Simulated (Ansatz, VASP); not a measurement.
# CsPd5S: VASP beside Ansatz

INCAR

```
SYSTEM = CsPd5S
PREC = Accurate ; ENCUT = 520
EDIFF = 1E-7 ; ISMEAR = -1
SIGMA = 0.1 ; LREAL = .False.
LASPH = .True. ; NELM = 100
ALGO = Normal ; ISIF = 2
LWAVE = .False. ; LCHARG = .True.
GGA = PE ; LELF = .True.
LVHAR = .True. ; NBANDS = 42
```

The input KPOINTS:

```
regular mesh
0
Gamma
  4 4 3
  0 0 0
```

File POSCAR:

```
CsPd5S
1.0
    4.2051490000      0.0000000000      0.0000000000
    0.0000000000      4.2051490000      0.0000000000
    0.0000000000      0.0000000000      7.3857200000
Pd Cs S
5 1 1
Direct
    0.5000000000      0.0000000000      0.7262000000
    0.0000000000      0.5000000000      0.7262000000
    0.5000000000      0.0000000000      0.2738000000
    0.0000000000      0.5000000000      0.2738000000
    0.0000000000      0.0000000000      0.0000000000
    0.5000000000      0.5000000000      0.0000000000
    0.0000000000      0.0000000000      0.5000000000
```

Input for Ansatz:

```yaml
crystal:
  lattice:
    - [4.205149, 0.0, 0.0]
    - [0.0, 4.205149, 0.0]
    - [0.0, 0.0, 7.38572]
  atoms:
    - { symbol: Pd, position: [0.5, 0.0, 0.7262] }
    - { symbol: Pd, position: [0.0, 0.5, 0.7262] }
    - { symbol: Pd, position: [0.5, 0.0, 0.2738] }
    - { symbol: Pd, position: [0.0, 0.5, 0.2738] }
    - { symbol: Pd, position: [0.0, 0.0, 0.0] }
    - { symbol: Cs, position: [0.5, 0.5, 0.0] }
    - { symbol: S, position: [0.0, 0.0, 0.5] }
  symmetry: { tolerance: 0.0003 }
kpoints:
  mp_grid: { grid: [4, 4, 3], shift: [0, 0, 0] }
magnetization:
  spin_polarized: false
scf:
  occupations: { method: fermi_dirac }
hamiltonian:
  pseudopotentials: { kind: paw }
  xc: pbe
basis:
  ecutwfc: 420
output:
  forces: true
  stress: true
  eigenvalues: true
```

Alike in both runs: task single point; functional PBE; k mesh 4 × 4 × 3; no spin polarisation.

```csv
,VASP,Ansatz
version,VASP 6.6.1,Ansatz 0.2.0
potentials or method,"VASP PAW PBE potentials, release 64 (Pd, Cs_sv, S), cutoff 520 eV",PAW plane waves
occupations,"fermi-dirac, width 0.1 eV",fermi-dirac
valence electrons in the cell,65,105
```

```csv
,VASP,Ansatz,Ansatz less VASP
gap on the k mesh at the Fermi level (eV),none,none,-
pressure (GPa),0.9,0.1,-0.74
"traceless stress, the component that is largest in VASP (GPa)",0.49,0.50,+0.013
rms of the force components (eV/Å),0.707,0.665,-0.0412
```

Atom by atom the forces differ by 0.041 eV/Å (rms over components). A gap of «none» marks a metal or a gap that the smearing closes. VASP's potentials hold 65 valence electrons a cell and Ansatz's 105, so a difference there can come from the potentials and not from the codes.

The k mesh is coarse, so the values compare programs but aren't converged. Spin-orbit coupling is off throughout.
